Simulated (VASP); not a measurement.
Runs of VASP 6.6.1 on FeCo. The structure is that of space group Pm-3m (No. 221), or close to it. The cells are those of the table. 

```tsv
task	cell	cutoff (eV)	gap on the mesh (eV)	pressure (GPa)	moment (μB)
single point	a = 2.857 Å, 2 atoms	600	none	-3.2	4.50
single point	a = 2.904 Å, 2 atoms	600	none	(a)	4.59
single point	a = 2.881 Å, 2 atoms	600	none	-7.1	4.54
electric field gradients	a = 2.857 Å, 2 atoms	520	none	-3.1	4.50
single point	a = 2.833 Å, 2 atoms	600	none	(c)	(b)
```

Alike in all rows: level PBE; potentials or basis VASP PAW PBE potentials, release 64 (Fe, Co); spin collinear, ferromagnetic start; k mesh 11 × 11 × 11; smearing fermi-dirac 0.05 eV.

**Question.** Estimate the missing entries.

**Answer.** (a) -10.6; (b) 4.45; (c) 1.5.

Caveats: the cell stands under tension (at least some runs).

A gap of «none» marks levels without a gap at the run's occupations.
